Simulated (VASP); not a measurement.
A run of VASP 6.6.1:

The input INCAR:

```
SYSTEM = Ge
PREC = Accurate
ENCUT = 520
EDIFF = 1E-8
ISMEAR = -1
SIGMA = 0.05
LREAL = .False.
LASPH = .True.
NELM = 60
ALGO = Normal
ISIF = 2
LWAVE = .False.
LCHARG = .False.
GGA = PS
LEFG = .True.
NBANDS = 21
```

The input KPOINTS:

```
Automatic mesh
0
Gamma
  11 11 11
  0 0 0
```

File POSCAR:

```
Ge
1.0
    0.0000000000      2.8842501637      2.8842501637
    2.8842501637      0.0000000000      2.8842501637
    2.8842501637      2.8842501637      0.0000000000
Ge
2
Direct
    0.5000000000      0.5000000000      0.5000000000
    0.7500000000      0.7500000000      0.7500000000
```

Potentials or basis: VASP PAW PBE potentials, release 64 (Ge_d).

Command:

```sh
$ cat potpaw_PBE.64/Ge_d/POTCAR > POTCAR
$ mpirun -np 1 vasp_std > vasp.out
```

Hardware: 1 thread of Intel(R) Xeon(R) Platinum 8259CL CPU @ 2.50GHz (Skylake/Cascade Lake) (shared host).

**Question.** Estimate the wall time of this run.

**Answer.** It took 52 s on 1 thread of Intel(R) Xeon(R) Platinum 8259CL CPU @ 2.50GHz (Skylake/Cascade Lake) (shared host), peak memory 0.19 GiB. Counts: scf iterations 15, k points 56.
